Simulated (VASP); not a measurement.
# Sn (P6_3/mmc) in VASP: single point with r2SCAN

Aim: the single point of Sn with r2SCAN.

Everything below comes from runs of VASP 6.6.1. Logs are shortened: lines on timing, memory, paths and dates and some standing lists are left out, and cuts for length are marked.

## 1. The cell of the first run

Symmetry: P6_3/mmc, No. 194, hexagonal system. Conventional cell: a = 4.644 Å, b = 4.644 Å, c = 15.170 Å, α = 90.00°, β = 90.00°, γ = 120.00°. Within 3.7 Å of Sn (site symmetry 3m) lie 4 Sn at 2.84 Å. Sn (site symmetry 3m) has 4 Sn at 2.84 to 2.86 Å within 3.7 Å.

This isn't the form of Sn at room conditions, which is tetragonal (white tin).

## 2. Single point, r2SCAN

File POSCAR:

```
Sn
1.0
    4.6438456357      0.0000000000      0.0000000000
   -2.3219228179      4.0216882918      0.0000000000
    0.0000000000      0.0000000000     15.1702589444
Sn
8
Direct
    0.0000000000      0.0000000000      0.0002440793
    0.3333333333      0.6666666667      0.2495577081
    0.0000000000      0.0000000000      0.5002440793
    0.6666666667      0.3333333333      0.7495577081
    0.0000000000      0.0000000000      0.1872559207
    0.3333333333      0.6666666667      0.4379422919
    0.0000000000      0.0000000000      0.6872559207
    0.6666666667      0.3333333333      0.9379422919
```

File INCAR.step1:

```
PREC     = Accurate       # precision mode
ENCUT    = 520            # plane-wave cutoff, eV
ISMEAR   = -1             # smearing method
SIGMA    = 0.02           # smearing width, eV
LREAL    = F              # projectors in reciprocal space
LASPH    = T              # aspherical terms in the spheres
NELM     = 80             # most SCF steps
NBANDS   = 66             # bands
GGA      = PE             # functional
ALGO     = Normal         # electronic algorithm
EDIFF    = 1E-4           # SCF threshold, eV
LWAVE    = T              # write WAVECAR
LCHARG   = F              # write CHGCAR
```

File INCAR.step2:

```
PREC     = Accurate       # precision mode
ENCUT    = 520            # plane-wave cutoff, eV
EDIFF    = 1E-6           # SCF threshold, eV
ISMEAR   = -1             # smearing method
SIGMA    = 0.02           # smearing width, eV
LREAL    = F              # projectors in reciprocal space
LASPH    = T              # aspherical terms in the spheres
NELM     = 80             # most SCF steps
ALGO     = Normal         # electronic algorithm
ISIF     = 2              # what is computed and relaxed
LWAVE    = F              # write WAVECAR
LCHARG   = F              # write CHGCAR
METAGGA  = R2SCAN         # meta-GGA
LMIXTAU  = T            
NBANDS   = 66             # bands
ISTART   = 1
```

File KPOINTS:

```
regular mesh
0
Gamma
  6 6 2
```

Potentials or basis: VASP PAW PBE potentials, release 64 (Sn_d).

Command:

```sh
$ cat potpaw_PBE.64/Sn_d/POTCAR > POTCAR
$ cp INCAR.step1 INCAR
$ mpirun -np 1 vasp_std > vasp.out
$ cp INCAR.step2 INCAR
$ mpirun -np 1 vasp_std > vasp.out
```

OUTCAR:

```text
PREC = Accurate
   ENCUT = 520
   EDIFF = 1E-6
   ISMEAR = -1
   LREAL = F
   LASPH = T
   NELM = 80
   ISIF = 2
   METAGGA = R2SCAN
   ISTART = 1

 ion  position               nearest neighbor table
   1  0.000  0.000  0.000-   5 2.84   8 2.84   8 2.84   8 2.84
   2  0.333  0.667  0.250-   5 2.84   5 2.84   5 2.84   6 2.86
   3  0.000  0.000  0.500-   7 2.84   6 2.84   6 2.84   6 2.84
   4  0.667  0.333  0.750-   7 2.84   7 2.84   7 2.84   8 2.86
   5  0.000  0.000  0.187-   1 2.84   2 2.84   2 2.84   2 2.84
   6  0.333  0.667  0.438-   3 2.84   3 2.84   3 2.84   2 2.86
   7  0.000  0.000  0.687-   3 2.84   4 2.84   4 2.84   4 2.84
   8  0.667  0.333  0.938-   1 2.84   1 2.84   1 2.84   4 2.86

  LATTYP: Found a hexagonal cell.
 ALAT       =     4.6438456357
 C/A-ratio  =     3.2667448779

  Lattice vectors:

 A1 = (   4.6438456357,   0.0000000000,   0.0000000000)
 A2 = (  -2.3219228179,   4.0216882918,   0.0000000000)
 A3 = (   0.0000000000,   0.0000000000,  15.1702589444)

Analysis of symmetry for initial positions (statically):
=====================================================================
 Subroutine PRICEL returns:
 Original cell was already a primitive cell.

 Routine SETGRP: Setting up the symmetry group for a
 hexagonal supercell.

 Subroutine GETGRP returns: Found 24 space group operations
 (whereof  6 operations were pure point group operations)
 out of a pool of 24 trial point group operations.

The static configuration has the point symmetry C_3v.
 The point group associated with its full space group is D_6h.

Analysis of symmetry for dynamics (positions and initial velocities):
=====================================================================
 Subroutine PRICEL returns:
 Original cell was already a primitive cell.

 Routine SETGRP: Setting up the symmetry group for a
 hexagonal supercell.

 Subroutine GETGRP returns: Found 24 space group operations
 (whereof  6 operations were pure point group operations)
 out of a pool of 24 trial point group operations.

The dynamic configuration has the point symmetry C_3v.
 The point group associated with its full space group is D_6h.

 Subroutine INISYM returns: Found 24 space group operations
 (whereof  6 operations are pure point group operations),
 and found     1 'primitive' translations

----------------------------------------------------------------------------------------

                                     Primitive cell

  volume of cell :     283.3213

  direct lattice vectors                    reciprocal lattice vectors
     4.643845636  0.000000000  0.000000000     0.215338768  0.124325896  0.000000000
    -2.321922818  4.021688292  0.000000000     0.000000000  0.248651792  0.000000000
     0.000000000  0.000000000 15.170258944     0.000000000  0.000000000  0.065918453

  length of vectors
     4.643845636  4.643845636 15.170258944     0.248651792  0.248651792  0.065918453

  position of ions in fractional coordinates (direct lattice)
     0.000000000  0.000000000  0.000244079
     0.333333333  0.666666667  0.249557708
     0.000000000  0.000000000  0.500244079
     0.666666667  0.333333333  0.749557708
     0.000000000  0.000000000  0.187255921
     0.333333333  0.666666667  0.437942292
     0.000000000  0.000000000  0.687255921
     0.666666667  0.333333333  0.937942292

  ion indices of the primitive-cell ions
   primitive index   ion index
                 1           1
                 2           2
                 3           3
                 4           4
                 5           5
                 6           6
                 7           7
                 8           8

----------------------------------------------------------------------------------------

 KPOINTS: regular mesh

Automatic generation of k-mesh.
 Grid dimensions read from file:
 generate k-points for:    6    6    2

 Generating k-lattice:

  Cartesian coordinates                     Fractional coordinates (reciprocal lattice)
     0.035889795  0.020720983  0.000000000     0.166666667  0.000000000  0.000000000
     0.000000000  0.041441965  0.000000000     0.000000000  0.166666667  0.000000000
     0.000000000  0.000000000  0.032959226     0.000000000  0.000000000  0.500000000

  Length of vectors
     0.041441965  0.041441965  0.032959226

  Shift w.r.t. Gamma in fractional coordinates (k-lattice)
     0.000000000  0.000000000  0.000000000

 Subroutine IBZKPT returns following result:
 ===========================================

 Found     14 irreducible k-points:

 Following reciprocal coordinates:
            Coordinates               Weight
  0.000000  0.000000  0.000000      1.000000
  0.166667  0.000000  0.000000      6.000000
  0.333333 -0.000000  0.000000      6.000000
  0.500000  0.000000  0.000000      3.000000
  0.166667  0.166667  0.000000      6.000000
  0.333333  0.166667  0.000000     12.000000
  0.333333  0.333333  0.000000      2.000000
  0.000000  0.000000  0.500000      1.000000
  0.166667  0.000000  0.500000      6.000000
  0.333333 -0.000000  0.500000      6.000000
  0.500000  0.000000  0.500000      3.000000
  0.166667  0.166667  0.500000      6.000000
  0.333333  0.166667  0.500000     12.000000
  0.333333  0.333333  0.500000      2.000000
   k-points           NKPTS =     14   k-points in BZ     NKDIM =     14   number of bands    NBANDS=     66
   number of dos      NEDOS =    301   number of ions     NIONS =      8
   total plane-waves  NPLWV = 155520
   dimension x,y,z NGX =    36 NGY =   36 NGZ =  120
   dimension x,y,z NGXF=    72 NGYF=   72 NGZF=  240
   ions per type =               8
   NGX,Y,Z   is equivalent  to a cutoff of  12.89, 12.89, 13.15 a.u.
   NGXF,Y,Z  is equivalent  to a cutoff of  25.78, 25.78, 26.30 a.u.
 SYSTEM =  unknown system
   PREC   = accura    normal or accurate (medium, high low for compatibility)
   ISTART =      1    job   : 0-new  1-cont  2-samecut
   ICHARG =      0    charge: 1-file 2-atom 10-const
   ISPIN  =      1    spin polarized calculation?
   LNONCOLLINEAR =      F non collinear calculations
   LSORBIT =      F    spin-orbit coupling
   LASPH  =      T    aspherical Exc in radial PAW
   ENCUT  =  520.0 eV  38.22 Ry    6.18 a.u.   8.63  8.63 28.21*2*pi/ulx,y,z
   NELM   =     80;   NELMIN=  2; NELMDL=  0     # of ELM steps
   EDIFF  = 0.1E-05   stopping-criterion for ELM
   LREAL  =      F    real-space projection
[... 7 lines left out ...]
   TEBEG  =    0.0;   TEEND  =   0.0 temperature during run
   PSTRESS=    0.0 pullay stress
   NELECT =     112.0000    total number of electrons
   NUPDOWN=      -1.0000    fix difference up-down
   EMIN   =  10.00;   EMAX   =-10.00  energy-range for DOS
   EFERMI =   0.00;   METHOD = LEGACY
   ISMEAR =    -1;   SIGMA  =   0.02  broadening in eV -4-tet -1-fermi 0-gaus
   EFERMI_NEDOS =   21; number of points for ismear=-14 and -15
   IALGO  =     38    algorithm
   IMIX   =      4    mixing-type and parameters
     AMIX     =   0.40;   BMIX     =  1.00
     AMIX_MAG =   1.60;   BMIX_MAG =  1.00
  volume/ion in A,a.u.               =      35.42       238.99
  Fermi-wavevector in a.u.,A,eV,Ry     =   1.201493  2.270492 19.641160  1.443585
  Thomas-Fermi vector in A             =   2.337300
   LORBIT       =      0    0 simple, 1 ext, 2 COOP (PROOUT), +10 PAW based schemes
   METAGGA = R2SCAN    functional components
   LHFCALC =     F    Hartree Fock is set to
   AEXX    =    0.0000 exact exchange contribution
   IVDW    =     0    specifies the selected vdW correction
   LEPSILON=     F    determine dielectric tensor
   LRPA    =     F    only Hartree local field effects (RPA)
 non-spin polarized calculation
  energy-cutoff  :      520.00
  volume of cell :      283.32
 maximum number of plane-waves:      7659
 NGX is ok and might be reduce to    36
   NGX = 17   NGY = 17   NGZ = 57

 number of electron     112.0000026 magnetization

 Free energy of the ion-electron system (eV)
  ---------------------------------------------------
  ext. energy  EPLUGINS =         0.00000000
  ---------------------------------------------------
  free energy    TOTEN  =      -197.86440489 eV

  energy without entropy =     -197.86318367  energy(sigma->0) =     -197.86379428

 E-fermi :   5.2236     XC(G=0):  -9.4179

 val. band max:        5.1112832304   @ k =   0.0000   0.0000   0.0000
 cond. band min:       5.2252219828   @ k =   0.0000   0.0000   0.0000
 fundamental gap:      0.1139387524
 Fermi energy:         5.2235575983

 k-point     1 :       0.0000    0.0000    0.0000
  band No.  band energies     occupation
      1     -17.1691      2.00000
      2     -17.1691      2.00000
      3     -17.1563      2.00000
      4     -17.1563      2.00000
      5     -17.1491      2.00000
      6     -17.1491      2.00000
[... 58 lines left out ...]
     65       8.0813      0.00000
     66       8.4585      0.00000

 k-point     2 :       0.1667    0.0000    0.0000
  band No.  band energies     occupation
      1     -17.1906      2.00000
      2     -17.1765      2.00000
      3     -17.1657      2.00000
      4     -17.1644      2.00000
      5     -17.1634      2.00000
      6     -17.1570      2.00000
[... 58 lines left out ...]
     65       8.5789      0.00000
     66       8.9034      0.00000

 k-point     3 :       0.3333   -0.0000    0.0000
  band No.  band energies     occupation
      1     -17.2041      2.00000
      2     -17.1837      2.00000
      3     -17.1754      2.00000
      4     -17.1741      2.00000
      5     -17.1726      2.00000
      6     -17.1686      2.00000
[... 748 lines left out ...]
     65       9.3473      0.00000
     66       9.3473      0.00000

 k-point    14 :       0.3333    0.3333    0.5000
  band No.  band energies     occupation
      1     -17.2054      2.00000
      2     -17.2054      2.00000
      3     -17.1942      2.00000
      4     -17.1942      2.00000
      5     -17.1893      2.00000
      6     -17.1893      2.00000
[... 58 lines left out ...]
     65       9.8354      0.00000
     66       9.8354      0.00000

------------------------ aborting loop because EDIFF is reached ----------------------------------------

  FORCE on cell =-STRESS in cart. coord.  units (eV):
  Direction    XX          YY          ZZ          XY          YZ          ZX
  --------------------------------------------------------------------------------------
  -------------------------------------------------------------------------------------
  Total       -0.0713831     -0.0713831     -0.0595512      0.0000000      0.0000000      0.0000000
  in kB       -0.4036701     -0.4036701     -0.3367609      0.0000000      0.0000000      0.0000000
  external PRESSURE =      -0.3813670 kB  Pullay stress =       0.0000000 kB

 VOLUME and BASIS-vectors are now :
 -----------------------------------------------------------------------------
  energy-cutoff  :      520.00
  volume of cell :      283.32
      direct lattice vectors                 reciprocal lattice vectors
     4.643845636  0.000000000  0.000000000     0.215338768  0.124325896  0.000000000
    -2.321922818  4.021688292  0.000000000     0.000000000  0.248651792  0.000000000
     0.000000000  0.000000000 15.170258944     0.000000000  0.000000000  0.065918453

 POSITION                                       TOTAL-FORCE (eV/Angst)
 -----------------------------------------------------------------------------------
      0.00000      0.00000      0.00370         0.000000      0.000000      0.002820
     -0.00000      2.68113      3.78586        -0.000000      0.000000      0.004076
      0.00000      0.00000      7.58883         0.000000      0.000000      0.002820
      2.32192      1.34056     11.37098         0.000000     -0.000000      0.004076
      0.00000      0.00000      2.84072        -0.000000      0.000000     -0.002820
     -0.00000      2.68113      6.64370        -0.000000     -0.000000     -0.004076
      0.00000      0.00000     10.42585         0.000000     -0.000000     -0.002820
      2.32192      1.34056     14.22883         0.000000     -0.000000     -0.004076
 -----------------------------------------------------------------------------------
    total drift:                                0.000000      0.000000      0.000000

  FREE ENERGIE OF THE ION-ELECTRON SYSTEM (eV)
  ---------------------------------------------------
  free  energy   TOTEN  =      -197.8644048922 eV

  energy  without entropy=     -197.8631836654  energy(sigma->0) =     -197.86379428
```

Wall time 33 min (1 thread of Intel Xeon 8259CL, shared host); peak memory 0.51 GiB.

Results:

* Free energy: -197.8644 eV
* Pressure: 0.0 GPa
* Largest force: 0.004 eV/Å

Forces on the atoms (eV/Å):
```
Sn   0.000  0.000  0.003
Sn   0.000  0.000  0.004
Sn   0.000  0.000  0.003
Sn   0.000  0.000  0.004
Sn   0.000  0.000 -0.003
Sn   0.000  0.000 -0.004
Sn   0.000  0.000 -0.003
Sn   0.000  0.000 -0.004
```

Levels at points of the mesh, in eV from the Fermi level:
```
           k point  band 53  band 54  band 55  band 56  band 57  band 58  band 59  band 60
(0.00, 0.00, 0.00)    -0.73    -0.60    -0.11     0.00     0.03     0.03     0.30     0.54
(0.50, 0.00, 0.00)    -2.02    -2.00    -1.51    -1.24     0.25     0.50     0.80     1.43
(0.00, 0.00, 0.50)    -0.26    -0.26    -0.26    -0.26     0.05     0.05     0.73     0.73
(0.50, 0.00, 0.50)    -2.08    -2.08    -1.51    -1.51     0.73     0.73     1.18     1.18
```

Caveat: the PAW data sets were made with another functional, which shifts forces and pressure a little; spin-orbit coupling is left out, which moves the levels of the heavy elements.
